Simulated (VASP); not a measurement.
# AlN (Pm) in VASP: notebook

AlN is run at these levels: PBE; tasks: single point.

Program: VASP 6.6.1. These are calculated values, not measurements. Logs are shortened: lines on timing, memory, paths and dates and some standing lists are left out, and cuts for length are marked.

**1. The cell of the first run**

Symmetry: Pm, No. 6, monoclinic system. Conventional cell: a = 3.313 Å, b = 4.187 Å, c = 5.739 Å, α = 90.00°, β = 90.00°, γ = 90.00°. Al (site symmetry m) has 4 N at 1.72 to 2.15 Å within 2.3 Å. Within 2.5 Å of Al (site symmetry m) lie 5 N at 1.91 to 2.09 Å. Al (site symmetry m) has 5 N at 1.91 to 2.09 Å within 2.5 Å. Within 2.5 Å of Al (site symmetry m) lie 5 N at 1.91 to 2.09 Å. N (site symmetry m) has 5 Al at 1.91 to 2.15 Å within 2.5 Å. N (site symmetry m) has 5 Al at 1.91 to 2.09 Å within 2.5 Å. N (site symmetry m) has 4 Al at 1.72 to 2.09 Å within 2.3 Å. N (site symmetry m) has 5 Al at 1.72 to 2.09 Å within 2.3 Å.

**2. Single point, PBE (atom 1 (Al) moved by +0.000 Å along [1 0 0] and -0.504 Å along [1 2 0])**

The input, INCAR:

```
SYSTEM = AlN
ALGO = Normal
EDIFF = 1E-6
ENCUT = 520
GGA = PE
ISIF = 2
ISMEAR = 0
LASPH = .True.
LCHARG = .True.
LELF = .True.
LREAL = .False.
LVHAR = .True.
LWAVE = .False.
NBANDS = 26
NELM = 100
PREC = Accurate
SIGMA = 0.05
```

The input, KPOINTS:

```
k-points
0
Gamma
  8 6 4
  0 0 0
```

The input, POSCAR:

```
AlN
1.0
   -1.6567491617      2.8695737234      0.0000000000
    0.0000000000      0.0000000000      4.1874629526
    4.9702474850      2.8695737234      0.0000000000
Al N
4 4
Direct
    0.3682731177      0.7500000000      0.1227577059
    0.0000000000      0.7500000000      0.6666666667
    0.0000000000      0.2500000000      0.3333333333
    0.5000000000      0.2500000000      0.8333333333
    0.5000000000      0.2500000000      0.1666666667
    0.0000000000      0.2500000000      0.6666666667
    0.0000000000      0.7500000000      0.3333333333
    0.5000000000      0.7500000000      0.8333333333
```

Potentials or basis: VASP PAW PBE potentials, release 64 (Al, N).

On the command line:

```bash
$ cat potpaw_PBE.64/Al/POTCAR potpaw_PBE.64/N/POTCAR > POTCAR
$ mpirun -np 1 vasp_std > vasp.out
```

OUTCAR:

```text
SYSTEM = AlN
   EDIFF = 1E-6
   ENCUT = 520
   GGA = PE
   ISIF = 2
   ISMEAR = 0
   LASPH = .True.
   LREAL = .False.
   NELM = 100
   PREC = Accurate

 ion  position               nearest neighbor table
   1  0.368  0.750  0.123-   7 1.72   8 1.72   5 2.15   5 2.15   7 2.42   3 2.71   3 2.71   4 2.71
                             4 2.71   2 2.89   3 3.20   3 3.20   2 3.35   2 3.35
   2  0.000  0.750  0.667-   8 1.91   8 1.91   7 1.91   6 2.09   6 2.09   4 2.84   4 2.84   4 2.84
                             4 2.84   3 2.84   3 2.84   1 2.89   1 3.35   1 3.35
   3  0.000  0.250  0.333-   5 1.91   5 1.91   6 1.91   7 2.09   7 2.09   1 2.71   1 2.71   2 2.84
                             2 2.84   1 3.20   1 3.20   4 3.31   4 3.31   4 3.31   4 3.31
   4  0.500  0.250  0.833-   6 1.91   6 1.91   5 1.91   8 2.09   8 2.09   1 2.71   1 2.71   2 2.84
                             2 2.84   2 2.84   2 2.84   3 3.31   3 3.31   3 3.31   3 3.31
   5  0.500  0.250  0.167-   3 1.91   3 1.91   4 1.91   1 2.15   1 2.15
   6  0.000  0.250  0.667-   4 1.91   4 1.91   3 1.91   2 2.09   2 2.09
   7  0.000  0.750  0.333-   1 1.72   2 1.91   3 2.09   3 2.09   1 2.42
   8  0.500  0.750  0.833-   1 1.72   2 1.91   2 1.91   4 2.09   4 2.09

  LATTYP: Found a simple orthorhombic cell.
 ALAT       =     3.3134983233
 B/A-ratio  =     1.2637588868
 C/A-ratio  =     1.7320508076

  Lattice vectors:

 A1 = (  -1.6567491617,   2.8695737234,   0.0000000000)
 A2 = (   0.0000000000,   0.0000000000,   4.1874629526)
 A3 = (   4.9702474850,   2.8695737234,   0.0000000000)

Analysis of symmetry for initial positions (statically):
=====================================================================
 Subroutine PRICEL returns:
 Original cell was already a primitive cell.

 Routine SETGRP: Setting up the symmetry group for a
 simple orthorhombic supercell.

 Subroutine GETGRP returns: Found  2 space group operations
 (whereof  1 operations were pure point group operations)
 out of a pool of  8 trial point group operations.

The static configuration has the point symmetry C_1 .
 The point group associated with its full space group is C_1h.

Analysis of symmetry for dynamics (positions and initial velocities):
=====================================================================
 Subroutine PRICEL returns:
 Original cell was already a primitive cell.

 Routine SETGRP: Setting up the symmetry group for a
 simple orthorhombic supercell.
[... 117 lines left out ...]
   NELM   =    100;   NELMIN=  2; NELMDL= -5     # of ELM steps
   EDIFF  = 0.1E-05   stopping-criterion for ELM
   LREAL  =      F    real-space projection
   EDIFFG = 0.1E-04   stopping-criterion for IOM
   NSW    =      0    number of steps for IOM
   IBRION =     -1    ionic relax: 0-MD 1-quasi-New 2-CG
   NFREE  =      0    steps in history (QN), initial steepest desc. (CG)
   ISIF   =      2    stress and relaxation
   ISYM   =      2    0-nonsym 1-usesym 2-fastsym
   POTIM  = 0.5000    time-step for ionic-motion
   TEBEG  =    0.0;   TEEND  =   0.0 temperature during run
   PSTRESS=    0.0 pullay stress
   NELECT =      32.0000    total number of electrons
   NUPDOWN=      -1.0000    fix difference up-down
   EMIN   =  10.00;   EMAX   =-10.00  energy-range for DOS
   EFERMI =   0.00;   METHOD = LEGACY
   ISMEAR =     0;   SIGMA  =   0.05  broadening in eV -4-tet -1-fermi 0-gaus
   EFERMI_NEDOS =   21; number of points for ismear=-14 and -15
   IALGO  =     38    algorithm
   IMIX   =      4    mixing-type and parameters
     AMIX     =   0.40;   BMIX     =  1.00
     AMIX_MAG =   1.60;   BMIX_MAG =  1.00
  volume/ion in A,a.u.               =       9.95        67.17
  Fermi-wavevector in a.u.,A,eV,Ry     =   1.208082  2.282944 19.857191  1.459462
  Thomas-Fermi vector in A             =   2.343701
   LORBIT       =      0    0 simple, 1 ext, 2 COOP (PROOUT), +10 PAW based schemes
   GGA     = PE    functional components
   LHFCALC =     F    Hartree Fock is set to
   AEXX    =    0.0000 exact exchange contribution
   IVDW    =     0    specifies the selected vdW correction
   LEPSILON=     F    determine dielectric tensor
   LRPA    =     F    only Hartree local field effects (RPA)
 non-spin polarized calculation
 Gauss-broadening in eV      SIGMA  =   0.05
  energy-cutoff  :      520.00
  volume of cell :       79.63
 maximum number of plane-waves:      2174
 NGX is ok and might be reduce to    28
   NGX = 13   NGY = 15   NGZ = 21

 number of electron      31.9999993 magnetization

 Free energy of the ion-electron system (eV)
  ---------------------------------------------------
  ext. energy  EPLUGINS =         0.00000000
  ---------------------------------------------------
  free energy    TOTEN  =       -57.06459143 eV

  energy without entropy =      -57.06459143  energy(sigma->0) =      -57.06459143

 E-fermi :   8.1930     XC(G=0): -11.1554

 val. band max:        7.9780950941   @ k =   0.0000   0.0000   0.0000
 cond. band min:      10.5366461140   @ k =   0.0000   0.0000   0.0000
 fundamental gap:      2.5585510199
 Fermi energy:         8.1930040113

 k-point     1 :       0.0000    0.0000    0.0000
  band No.  band energies     occupation
      1      -9.0456      2.00000
      2      -6.9040      2.00000
      3      -6.1532      2.00000
      4      -5.0331      2.00000
      5       0.9422      2.00000
      6       1.3490      2.00000
[... 685 lines left out ...]
     25      17.6087      0.00000
     26      17.8332      0.00000

 [... further k-points ...]
[... 5 lines left out ...]
  --------------------------------------------------------------------------------------
  -------------------------------------------------------------------------------------
  Total        9.1478984     -0.4684778      0.2622796      0.2661363      0.0000000      0.0000000
  in kB      184.0546525     -9.4257192      5.2770342      5.3546322      0.0000000      0.0000000
  external PRESSURE =      59.9686558 kB  Pullay stress =       0.0000000 kB

 VOLUME and BASIS-vectors are now :
 -----------------------------------------------------------------------------
  energy-cutoff  :      520.00
  volume of cell :       79.63
      direct lattice vectors                 reciprocal lattice vectors
    -1.656749162  2.869573723  0.000000000    -0.150897919  0.261362862  0.000000000
     0.000000000  0.000000000  4.187462953     0.000000000  0.000000000  0.238808083
     4.970247485  2.869573723  0.000000000     0.150897919  0.087120954  0.000000000

 POSITION                                       TOTAL-FORCE (eV/Angst)
 -----------------------------------------------------------------------------------
     -0.00000      1.40905      3.14060         1.269409      5.143674      0.000000
      3.31350      1.91305      3.14060        -1.336183     -1.012612      0.000000
      1.65675      0.95652      1.04687         0.277112     -0.542544      0.000000
      3.31350      3.82610      1.04687        -0.265140      0.278721      0.000000
      0.00000      1.91305      1.04687        -0.486146     -1.429928      0.000000
      3.31350      1.91305      1.04687         0.468674      0.203503      0.000000
      1.65675      0.95652      3.14060         2.567201     -1.293647      0.000000
      3.31350      3.82610      3.14060        -2.494928     -1.347166      0.000000
 -----------------------------------------------------------------------------------
    total drift:                                0.000002     -0.000143      0.000000

  FREE ENERGIE OF THE ION-ELECTRON SYSTEM (eV)
  ---------------------------------------------------
  free  energy   TOTEN  =       -57.0645914347 eV

  energy  without entropy=      -57.0645914347  energy(sigma->0) =      -57.06459143
```

OSZICAR:

```text
N       E                     dE             d eps       ncg     rms          rms(c)
DAV:   1     0.111209594993E+03    0.11121E+03   -0.14875E+04  3744   0.111E+03
DAV:   2    -0.569000217895E+02   -0.16811E+03   -0.15649E+03  5046   0.230E+02
DAV:   3    -0.664509247126E+02   -0.95509E+01   -0.94886E+01  5008   0.559E+01
DAV:   4    -0.665411859669E+02   -0.90261E-01   -0.90202E-01  4528   0.613E+00
DAV:   5    -0.665425727303E+02   -0.13868E-02   -0.13864E-02  4904   0.759E-01    0.170E+01
DAV:   6    -0.571338615262E+02    0.94087E+01   -0.28963E+01  4756   0.286E+01    0.583E+00
DAV:   7    -0.571151591208E+02    0.18702E-01   -0.16142E+00  4568   0.663E+00    0.407E+00
DAV:   8    -0.570728772784E+02    0.42282E-01   -0.17880E-01  4682   0.281E+00    0.625E-01
DAV:   9    -0.570635994403E+02    0.92778E-02   -0.40621E-02  4990   0.113E+00    0.340E-01
DAV:  10    -0.570642002038E+02   -0.60076E-03   -0.28897E-03  4384   0.334E-01    0.160E-01
DAV:  11    -0.570645771606E+02   -0.37696E-03   -0.48570E-04  4192   0.151E-01    0.272E-02
DAV:  12    -0.570645885713E+02   -0.11411E-04   -0.39848E-05  4944   0.508E-02    0.157E-02
DAV:  13    -0.570645906395E+02   -0.20683E-05   -0.14160E-05  4166   0.238E-02    0.732E-03
DAV:  14    -0.570645914347E+02   -0.79517E-06   -0.29670E-06  4188   0.131E-02
   1 F= -.57064591E+02 E0= -.57064591E+02  d E =-.139249E-11
```

stdout:

```text
POSCAR found type information on POSCAR AlN
 POSCAR found :  2 types and       8 ions
 scaLAPACK will be used
 LDA part: xc-table for (Slater+PW92), standard interpolation
 POSCAR, INCAR and KPOINTS ok, starting setup
 FFT: planning ... GRIDC
 FFT: planning ... GRID_SOFT
 FFT: planning ... GRID
 WAVECAR not read
 entering main loop
```

It took 88 s on 1 thread of Intel Xeon Platinum 8559C (Emerald Rapids), shared host; peak memory 0.25 GiB.

Results:

```
Free energy            : -57.0646 eV
Pressure               : 6.0 GPa
Largest force          : 5.298 eV/Å
Band gap on the k mesh : 2.56 eV
```

Forces in eV/Å, atoms in the order of the input:
```
Al   1.269  5.144  0.000
Al  -1.336 -1.013  0.000
Al   0.277 -0.543  0.000
Al  -0.265  0.279  0.000
N   -0.486 -1.430  0.000
N    0.469  0.204  0.000
N    2.567 -1.294  0.000
N   -2.495 -1.347  0.000
```

Levels at points of the mesh, in eV from the valence-band top:
```tsv
k point	band 13	band 14	band 15	band 16	band 17	band 18	band 19	band 20
(0.00, 0.00, 0.00)	-2.11	-1.75	-0.63	0.00	2.56	3.74	4.31	6.69
(0.50, 0.00, 0.00)	-2.78	-2.32	-2.29	-2.06	4.88	5.02	5.97	6.23
(0.00, 0.50, 0.00)	-2.48	-1.80	-1.79	-1.17	3.99	4.72	5.51	5.90
(0.50, 0.50, 0.00)	-1.48	-1.38	-0.82	-0.61	5.18	5.40	6.34	6.51
(0.00, 0.00, 0.50)	-1.96	-1.56	-0.81	-0.58	3.65	4.92	5.71	5.83
(0.50, 0.00, 0.50)	-3.01	-2.49	-1.74	-1.30	3.29	4.10	6.22	6.79
(0.00, 0.50, 0.50)	-2.18	-1.95	-1.68	-1.22	3.85	4.86	5.23	6.23
(0.50, 0.50, 0.50)	-2.21	-2.12	-1.51	-1.15	4.26	4.47	5.28	5.52
```

Caveat: the cell differs from its parent crystal (atom 1 (Al) moved by +0.000 Å along [1 0 0] and -0.504 Å along [1 2 0]); the cell stands under pressure; forces of over 1 eV/Å act on the atoms, so gaps and moduli don't describe the material at rest.

[end of part 1 of 2]
